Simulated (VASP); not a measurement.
Set up this calculation in VASP 6.6.1, as the native input.

```yaml
Task: relaxation of cell and atoms
Functional: PBE
Potentials_or_basis: VASP PAW PBE potentials, release 64 (Al, Cu)
Cutoff: 600 eV
k_mesh: 4 × 4 × 4
Occupations: gaussian, width 0.2 eV
Spin: no spin polarisation
Dipole_correction: no
Further_INCAR_settings: ALGO = Normal; EDIFF = 1e-06; IBRION = 2; EDIFFG = -0.08; NSW = 36; ISIF = 3
```

The structure of AlCu6 lies in POSCAR:

```
AlCu6
1.0
    3.4555000000      1.9950338600      2.1326666700
   -3.4555000000      1.9950338600      2.1326666700
    0.0000000000     -3.9900677100      2.1326666700
Al Cu
1 6
Direct
    0.0000000000      0.0000000000      0.0000000000
    0.2857140000      0.1428570000      0.5714290000
    0.7142860000      0.8571430000      0.4285710000
    0.5714290000      0.2857140000      0.1428570000
    0.4285710000      0.7142860000      0.8571430000
    0.1428570000      0.5714290000      0.2857140000
    0.8571430000      0.4285710000      0.7142860000
```

The input as run:

INCAR

```
  ALGO = Normal
  EDIFF = 1E-6
  EDIFFG = -0.08
  ENCUT = 600
  GGA = PE
  IBRION = 2
  ISIF = 3
  ISMEAR = 0
  LASPH = T
  LCHARG = F
  LREAL = F
  LWAVE = F
  NELM = 100
  NSW = 36
  PREC = Accurate
  SIGMA = 0.2
```

KPOINTS

```
k-points
0
Gamma
  4 4 4
```

Potentials or basis: VASP PAW PBE potentials, release 64 (Al, Cu).

The run is started by

```bash
$ cat potpaw_PBE.64/Al/POTCAR potpaw_PBE.64/Cu/POTCAR > POTCAR
$ mpirun -np 1 vasp_std > vasp.out
```

It gave:

```yaml
Relaxed_volume: 12.33 Å³/atom
Relaxed_cell: a = 4.493 Å, b = 4.493 Å, c = 4.493 Å, α = 99.69°, β = 99.69°, γ = 99.69°
Space_group_after_relaxing_to_0.1_Å: R-3 (No. 148)
Energy_gained_by_relaxing: 2.6 meV/atom
Ionic_steps: 3
Pressure_after_relaxing: 0.1 GPa
Largest_force_after_relaxing: 0.069 eV/Å
Band_gap_on_the_k_mesh: zero (an odd number of electrons rules out a gap without spin polarisation)
```

Caveat: the relaxation stopped at a loose force limit of 0.08 eV/Å, so its end isn't a converged minimum.

It took 3.9 min on 1 thread of Intel Xeon 8259CL (shared host), peak memory 0.23 GiB.
